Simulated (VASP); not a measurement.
A run of VASP 6.6.1 is set up as follows.

Contents of INCAR:

```
SYSTEM = Rb
  PREC = Accurate
  ENCUT = 520
  EDIFF = 1E-7
  ISMEAR = 0
  SIGMA = 0.15
  LREAL = .False.
  LASPH = .True.
  NELM = 100
  ALGO = Normal
  ISIF = 2
  LWAVE = .False.
  LCHARG = .True.
  LELF = .True.
  LVHAR = .True.
  NBANDS = 10
```

File KPOINTS:

```
Automatic mesh
0
Gamma
  12 12 12
  0 0 0
```

The input POSCAR:

```
Rb
1.0
   -2.7329234719      3.1761002511      2.7308451955
    2.7329234719     -3.1761002511      2.7308451955
    2.7329234719      3.1761002511     -2.7308451955
Rb
1
Direct
    0.0000000000      0.0000000000      0.0000000000
```

Potentials or basis: VASP PAW LDA potentials, release 64 (Rb_sv).

Launch:

```console
$ cat potpaw_LDA.64/Rb_sv/POTCAR > POTCAR
$ mpirun -np 1 vasp_std > vasp.out
```

Question: Predict the pressure.

Answer: -0.5 GPa.

Caveat: the cell differs from its parent crystal (strain -0.0750 x Voigt [1, -1, 0, 0, 0, 0]).
